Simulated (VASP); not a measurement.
A run of VASP 6.6.1 is set up as follows.

POSCAR

```
Mg5CdSe6
1.0
    4.2654673267      0.0000000000      0.0000000000
   -2.1327336633      3.6940030639      0.0000000000
    0.0000000000      0.0000000000     20.8663537420
Mg Cd Se
5 1 6
Direct
    0.0000000000      0.0000000000      0.0012964145
    0.6666666667      0.3333333333      0.1663948533
    0.3333333333      0.6666666667      0.3315055306
    0.0000000000      0.0000000000      0.4963641216
    0.3333333333      0.6666666667      0.8360705148
    0.6666666667      0.3333333333      0.6681576991
    0.0000000000      0.0000000000      0.1257439417
    0.6666666667      0.3333333333      0.2908387638
    0.3333333333      0.6666666667      0.4559664630
    0.0000000000      0.0000000000      0.6207164815
    0.6666666667      0.3333333333      0.7963212836
    0.3333333333      0.6666666667      0.9606239326
```

The input INCAR.step1:

```
SYSTEM = Mg5CdSe6
PREC = Accurate
ENCUT = 520
ISMEAR = 0
SIGMA = 0.02
LREAL = .FALSE.
LASPH = .TRUE.
NELM = 80
NBANDS = 41
GGA = PE
ALGO = Normal
EDIFF = 1E-4
LWAVE = .TRUE.
LCHARG = .FALSE.
```

INCAR.step2

```
SYSTEM = Mg5CdSe6
PREC = Accurate
ENCUT = 520
EDIFF = 1E-6
ISMEAR = 0
SIGMA = 0.02
LREAL = .FALSE.
LASPH = .TRUE.
NELM = 80
ALGO = Normal
ISIF = 2
LWAVE = .FALSE.
LCHARG = .FALSE.
METAGGA = R2SCAN
LMIXTAU = .TRUE.
NBANDS = 41
ISTART = 1
```

KPOINTS

```
Automatic mesh
0
G
  6 6 2
  0 0 0
```

Potentials or basis: VASP PAW PBE potentials, release 64 (Mg, Cd, Se).

Launch:

```sh
$ cat potpaw_PBE.64/Mg/POTCAR potpaw_PBE.64/Cd/POTCAR potpaw_PBE.64/Se/POTCAR > POTCAR
$ cp INCAR.step1 INCAR
$ mpirun -np 1 vasp_std > vasp.out
$ cp INCAR.step2 INCAR
$ mpirun -np 1 vasp_std > vasp.out
```

Problem. What does it give for the pressure?

Solution. -1.3 GPa.

Problem. Predict the band gap on the k mesh.

Solution. 2.22 eV, direct.

Problem. What does it give for the largest force?

Solution. 0.018 eV/Å.

Forces on the atoms (eV/Å):
```
Mg   0.000  0.000  0.004
Mg   0.000  0.000  0.008
Mg   0.000  0.000  0.008
Mg   0.000  0.000  0.008
Mg   0.000  0.000 -0.001
Cd   0.000  0.000 -0.010
Se   0.000  0.000 -0.006
Se   0.000  0.000 -0.004
Se   0.000  0.000 -0.002
Se   0.000  0.000 -0.018
Se   0.000  0.000  0.018
Se   0.000  0.000 -0.007
```

Caveat: the PAW data sets were made with another functional, which shifts forces and pressure a little. A k mesh can miss the band edges.
